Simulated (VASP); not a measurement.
A run of VASP 6.6.1 is set up as follows.

The input INCAR:

```
SYSTEM = SnO
ALGO     = Normal         ! electronic algorithm
EDIFF    = 1E-6           ! SCF threshold, eV
ENCUT    = 520            ! plane-wave cutoff, eV
GGA      = PE             ! functional
ISIF     = 2              ! what is computed and relaxed
ISMEAR   = 0              ! smearing method
IVDW     = 12             ! dispersion correction
LASPH    = .TRUE.         ! aspherical terms in the spheres
LCHARG   = .TRUE.         ! write CHGCAR
LELF     = .TRUE.         ! ELF
LREAL    = .FALSE.        ! projectors in reciprocal space
LVHAR    = .TRUE.       
LWAVE    = .FALSE.        ! write WAVECAR
NBANDS   = 28             ! bands
NELM     = 60             ! most SCF steps
PREC     = Accurate       ! precision mode
SIGMA    = 0.15           ! smearing width, eV
```

File KPOINTS:

```
k-points
0
G
  12 12 10
  0 0 0
```

POSCAR

```
SnO
1.0
    3.8370962941      0.0000000000      0.0000000000
    0.0000000000      3.8370962941      0.1678729629
    0.0000000000      0.2083431765      4.7621297486
Sn O
2 2
Direct
    0.0000000000      0.5000000000      0.2432421493
    0.5000000000      0.0000000000      0.7567578507
    0.0000000000      0.0000000000      0.0000000000
    0.5000000000      0.5000000000      0.0000000000
```

Potentials or basis: VASP PAW PBE potentials, release 64 (Sn_d, O).

The run is started by

```sh
$ cat potpaw_PBE.64/Sn_d/POTCAR potpaw_PBE.64/O/POTCAR > POTCAR
$ mpirun -np 1 vasp_std > vasp.out
```

Question: What does it give for the largest force?

Answer: 0.539 eV/Å.

Question: Estimate the pressure.

Answer: 1.1 GPa.

Stress tensor (GPa, compression positive):
```
 0.54  0.00  0.00
 0.00  1.73 -4.69
 0.00 -4.69  1.04
```

Caveat: the cell differs from its parent crystal (strain +0.0875 x Voigt [0, 0, 0, 1, 0, 0]).
